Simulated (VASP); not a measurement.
# ErC (F-43m) in VASP: single point with PBEsol

Aim: the single point of ErC with PBEsol.

Everything below comes from runs of VASP 6.6.1. Logs are shortened: lines on timing, memory, paths and dates and some standing lists are left out, and cuts for length are marked.

### Step 1. The cell of the first run

It takes space group F-43m (No. 216, cubic). Conventional cell: a = 5.405 Å, b = 5.405 Å, c = 5.405 Å, α = 90.00°, β = 90.00°, γ = 90.00°. Within 3.1 Å of Er (site symmetry -43m) lie 4 C at 2.34 Å. C (site symmetry -43m) has 4 Er at 2.34 Å within 3.1 Å.

### Step 2. Single point, PBEsol, collinear spin, ferromagnetic start

The input, INCAR:

```
  PREC = Accurate
  ENCUT = 520
  EDIFF = 1E-7
  ISMEAR = 0
  SIGMA = 0.05
  LREAL = False
  LASPH = True
  NELM = 150
  ALGO = Normal
  ISIF = 2
  LWAVE = False
  LCHARG = False
  ISPIN = 2
  MAGMOM = 3 0
  LORBIT = 11
  LMAXMIX = 6
  GGA = PS
  NBANDS = 24
```

The input, KPOINTS:

```
Automatic mesh
0
Gamma
  10 10 10
```

The input, POSCAR:

```
ErC
1.0
    0.0000000000      2.7026920801      2.7026920801
    2.7026920801      0.0000000000      2.7026920801
    2.7026920801      2.7026920801      0.0000000000
Er C
1 1
Direct
    0.0000000000      0.0000000000      0.0000000000
    0.2500000000      0.2500000000      0.2500000000
```

Potentials or basis: VASP PAW PBE potentials, release 64 (Er, C).

The run is started by

```
$ cat potpaw_PBE.64/Er/POTCAR potpaw_PBE.64/C/POTCAR > POTCAR
$ mpirun -np 1 vasp_std > vasp.out
```

OUTCAR:

```text
PREC = Accurate
   ENCUT = 520
   EDIFF = 1E-7
   ISMEAR = 0
   LREAL = False
   LASPH = True
   NELM = 150
   ISIF = 2
   ISPIN = 2
   LORBIT = 11
   GGA = PS

 ion  position               nearest neighbor table
   1  0.000  0.000  0.000-   2 2.34   2 2.34   2 2.34   2 2.34
   2  0.250  0.250  0.250-   1 2.34   1 2.34   1 2.34   1 2.34

  LATTYP: Found a face centered cubic cell.
 ALAT       =     5.4053841602

  Lattice vectors:

 A1 = (   0.0000000000,   2.7026920801,   2.7026920801)
 A2 = (   2.7026920801,   0.0000000000,   2.7026920801)
 A3 = (   2.7026920801,   2.7026920801,   0.0000000000)

Analysis of symmetry for initial positions (statically):
=====================================================================
 Subroutine PRICEL returns:
 Original cell was already a primitive cell.

 Routine SETGRP: Setting up the symmetry group for a
 face centered cubic supercell.

 Subroutine GETGRP returns: Found 24 space group operations
 (whereof 24 operations were pure point group operations)
 out of a pool of 48 trial point group operations.

The static configuration has the point symmetry T_d .

Analysis of symmetry for dynamics (positions and initial velocities):
=====================================================================
 Subroutine PRICEL returns:
 Original cell was already a primitive cell.

 Routine SETGRP: Setting up the symmetry group for a
 face centered cubic supercell.

 Subroutine GETGRP returns: Found 24 space group operations
 (whereof 24 operations were pure point group operations)
 out of a pool of 48 trial point group operations.

The dynamic configuration has the point symmetry T_d .

Analysis of structural, dynamic, and magnetic symmetry:
=====================================================================
 Subroutine PRICEL returns:
 Original cell was already a primitive cell.

 Routine SETGRP: Setting up the symmetry group for a
 face centered cubic supercell.

 Subroutine GETGRP returns: Found 24 space group operations
 (whereof 24 operations were pure point group operations)
 out of a pool of 48 trial point group operations.

The overall configuration has the point symmetry T_d .

 Subroutine INISYM returns: Found 24 space group operations
 (whereof 24 operations are pure point group operations),
 and found     1 'primitive' translations

----------------------------------------------------------------------------------------

                                     Primitive cell

  volume of cell :      39.4839

  direct lattice vectors                    reciprocal lattice vectors
     0.000000000  2.702692080  2.702692080    -0.185000727  0.185000727  0.185000727
     2.702692080  0.000000000  2.702692080     0.185000727 -0.185000727  0.185000727
     2.702692080  2.702692080  0.000000000     0.185000727  0.185000727 -0.185000727

  length of vectors
     3.822183795  3.822183795  3.822183795     0.320430659  0.320430659  0.320430659

  position of ions in fractional coordinates (direct lattice)
     0.000000000  0.000000000  0.000000000
     0.250000000  0.250000000  0.250000000

  ion indices of the primitive-cell ions
   primitive index   ion index
                 1           1
                 2           2

----------------------------------------------------------------------------------------

 KPOINTS: Automatic mesh

Automatic generation of k-mesh.
 Grid dimensions read from file:
 generate k-points for:   10   10   10

 Generating k-lattice:

  Cartesian coordinates                     Fractional coordinates (reciprocal lattice)
    -0.018500073  0.018500073  0.018500073     0.100000000  0.000000000  0.000000000
     0.018500073 -0.018500073  0.018500073     0.000000000  0.100000000  0.000000000
     0.018500073  0.018500073 -0.018500073     0.000000000  0.000000000  0.100000000

  Length of vectors
     0.032043066  0.032043066  0.032043066

  Shift w.r.t. Gamma in fractional coordinates (k-lattice)
     0.000000000  0.000000000  0.000000000

 Subroutine IBZKPT returns following result:
 ===========================================

 Found     47 irreducible k-points:

 Following reciprocal coordinates:
            Coordinates               Weight
  0.000000  0.000000  0.000000      1.000000
  0.100000  0.000000  0.000000      8.000000
  0.200000  0.000000  0.000000      8.000000
  0.300000  0.000000  0.000000      8.000000
  0.400000  0.000000  0.000000      8.000000
  0.500000  0.000000  0.000000      4.000000
[... 16 lines left out ...]
  0.300000  0.300000  0.000000      6.000000
  0.400000  0.300000  0.000000     24.000000
 [... further k-points ...]
   k-points           NKPTS =     47   k-points in BZ     NKDIM =     47   number of bands    NBANDS=     24
   number of dos      NEDOS =    301   number of ions     NIONS =      2
   total plane-waves  NPLWV =  21952
   dimension x,y,z NGX =    28 NGY =   28 NGZ =   28
   dimension x,y,z NGXF=    56 NGYF=   56 NGZF=   56
   ions per type =               1   1
   NGX,Y,Z   is equivalent  to a cutoff of  12.18, 12.18, 12.18 a.u.
   NGXF,Y,Z  is equivalent  to a cutoff of  24.36, 24.36, 24.36 a.u.
 SYSTEM =  unknown system
   PREC   = accura    normal or accurate (medium, high low for compatibility)
   ISTART =      0    job   : 0-new  1-cont  2-samecut
   ICHARG =      2    charge: 1-file 2-atom 10-const
   ISPIN  =      2    spin polarized calculation?
   LNONCOLLINEAR =      F non collinear calculations
   LSORBIT =      F    spin-orbit coupling
   LASPH  =      T    aspherical Exc in radial PAW
   ENCUT  =  520.0 eV  38.22 Ry    6.18 a.u.   7.11  7.11  7.11*2*pi/ulx,y,z
   NELM   =    150;   NELMIN=  2; NELMDL= -5     # of ELM steps
   EDIFF  = 0.1E-06   stopping-criterion for ELM
   LREAL  =      F    real-space projection
   EDIFFG = 0.1E-05   stopping-criterion for IOM
   NSW    =      0    number of steps for IOM
   IBRION =     -1    ionic relax: 0-MD 1-quasi-New 2-CG
   NFREE  =      0    steps in history (QN), initial steepest desc. (CG)
   ISIF   =      2    stress and relaxation
   ISYM   =      2    0-nonsym 1-usesym 2-fastsym
   POTIM  = 0.5000    time-step for ionic-motion
   TEBEG  =    0.0;   TEEND  =   0.0 temperature during run
   PSTRESS=    0.0 pullay stress
   NELECT =      26.0000    total number of electrons
   NUPDOWN=      -1.0000    fix difference up-down
   EMIN   =  10.00;   EMAX   =-10.00  energy-range for DOS
   EFERMI =   0.00;   METHOD = LEGACY
   ISMEAR =     0;   SIGMA  =   0.05  broadening in eV -4-tet -1-fermi 0-gaus
   EFERMI_NEDOS =   21; number of points for ismear=-14 and -15
   IALGO  =     38    algorithm
   IMIX   =      4    mixing-type and parameters
     AMIX     =   0.40;   BMIX     =  1.00
     AMIX_MAG =   1.60;   BMIX_MAG =  1.00
  volume/ion in A,a.u.               =      19.74       133.23
  Fermi-wavevector in a.u.,A,eV,Ry     =   1.424271  2.691482 27.600080  2.028549
  Thomas-Fermi vector in A             =   2.544780
   LORBIT       =     11    0 simple, 1 ext, 2 COOP (PROOUT), +10 PAW based schemes
   GGA     = PS    functional components
   LHFCALC =     F    Hartree Fock is set to
   AEXX    =    0.0000 exact exchange contribution
   IVDW    =     0    specifies the selected vdW correction
   LEPSILON=     F    determine dielectric tensor
   LRPA    =     F    only Hartree local field effects (RPA)
 spin polarized calculation
 Gauss-broadening in eV      SIGMA  =   0.05
  energy-cutoff  :      520.00
  volume of cell :       39.48
 maximum number of plane-waves:      1090
   NGX = 15   NGY = 15   NGZ = 15

 number of electron      26.0000006 magnetization       2.3100437

 Free energy of the ion-electron system (eV)
  ---------------------------------------------------
  ext. energy  EPLUGINS =         0.00000000
  ---------------------------------------------------
  free energy    TOTEN  =       -13.67103311 eV

  energy without entropy =      -13.66107157  energy(sigma->0) =      -13.66605234

 E-fermi :   1.1517     XC(G=0): -10.3785

 val. band max:        1.1288758272   @ k =  -0.2000   0.2000   0.0000
 cond. band min:       1.1640125955   @ k =  -0.3000   0.2000   0.0000
 fundamental gap:      0.0351367683
 Fermi energy:         1.1516812673

 spin component 1

 k-point     1 :       0.0000    0.0000    0.0000
  band No.  band energies     occupation
      1     -47.3519      1.00000
      2     -21.1447      1.00000
      3     -21.1447      1.00000
      4     -21.1447      1.00000
      5      -7.8754      1.00000
      6      -1.4347      1.00000
[... 16 lines left out ...]
     23      15.2732      0.00000
     24      15.2732      0.00000
[... 598 lines left out ...]
      2     -21.4450      1.00000
      3     -21.2581      1.00000
      4     -21.2465      1.00000
      5      -6.5496      1.00000
      6      -1.5371      1.00000
[... 16 lines left out ...]
     23      15.2570      0.00000
     24      15.8155      0.00000

 [... further k-points ...]

 spin component 2

 k-point     1 :       0.0000    0.0000    0.0000
  band No.  band energies     occupation
      1     -46.1883      1.00000
      2     -20.3347      1.00000
      3     -20.3346      1.00000
      4     -20.3346      1.00000
      5      -8.2080      1.00000
      6      -0.1256      1.00000
[... 16 lines left out ...]
     23      15.3375      0.00000
     24      15.3375      0.00000
[... 598 lines left out ...]
      2     -20.6810      1.00000
      3     -20.4627      1.00000
      4     -20.4495      1.00000
      5      -6.9026      1.00000
      6      -1.2605      1.00000
[... 16 lines left out ...]
     23      15.2695      0.00000
     24      15.9015      0.00000

 [... further k-points ...]

------------------------ aborting loop because EDIFF is reached ----------------------------------------

  FORCE on cell =-STRESS in cart. coord.  units (eV):
  Direction    XX          YY          ZZ          XY          YZ          ZX
  --------------------------------------------------------------------------------------
  -------------------------------------------------------------------------------------
  Total       -1.1656964     -1.1656964     -1.1656964      0.0000000      0.0000000      0.0000000
  in kB      -47.3016537    -47.3016537    -47.3016537      0.0000000      0.0000000      0.0000000
  external PRESSURE =     -47.3016537 kB  Pullay stress =       0.0000000 kB

 VOLUME and BASIS-vectors are now :
 -----------------------------------------------------------------------------
  energy-cutoff  :      520.00
  volume of cell :       39.48
      direct lattice vectors                 reciprocal lattice vectors
     0.000000000  2.702692080  2.702692080    -0.185000727  0.185000727  0.185000727
     2.702692080  0.000000000  2.702692080     0.185000727 -0.185000727  0.185000727
     2.702692080  2.702692080  0.000000000     0.185000727  0.185000727 -0.185000727

 POSITION                                       TOTAL-FORCE (eV/Angst)
 -----------------------------------------------------------------------------------
      0.00000      0.00000      0.00000         0.000000      0.000000     -0.000000
      1.35135      1.35135      1.35135         0.000000     -0.000000      0.000000
 -----------------------------------------------------------------------------------
    total drift:                               -0.000000     -0.000000     -0.000000

  FREE ENERGIE OF THE ION-ELECTRON SYSTEM (eV)
  ---------------------------------------------------
  free  energy   TOTEN  =       -13.6710331147 eV

  energy  without entropy=      -13.6610715666  energy(sigma->0) =      -13.66605234

 total charge

# of ion       s       p       d       f       tot
--------------------------------------------------
    1        2.107   5.778   0.579  11.134  19.598
    2        0.926   1.343   0.000   0.000   2.269
--------------------------------------------------
tot          3.033   7.121   0.579  11.134  21.867

 magnetization (x)

# of ion       s       p       d       f       tot
--------------------------------------------------
    1        0.005  -0.039   0.018   2.670   2.654
    2       -0.009  -0.186   0.000   0.000  -0.195
--------------------------------------------------
tot         -0.005  -0.225   0.018   2.670   2.459
```

Wall time 5.4 min (1 thread of Intel Xeon Platinum 8259CL at 2.50GHz (Skylake/Cascade Lake), shared host); peak memory 0.24 GiB.

Results:

| Quantity | Value |
| --- | --- |
| Free energy | -13.6710 eV |
| Pressure | -4.7 GPa |
| Net moment | 2.31 μB per cell |
| Site moments | Er +2.65; C -0.20 μB |
| Valence electrons inside the program's atomic spheres | Er 19.60; C 2.27 |

Caveat: the magnetic or orbital state may not be the lowest; the cell stands under tension; the PAW data sets were made with another functional, which shifts forces and pressure a little; spin-orbit coupling is left out, which moves the levels of the heavy elements; semilocal functionals describe open f shells poorly, which spoils levels, moments and volumes. The state reached can hang on the start; a lower one may exist.
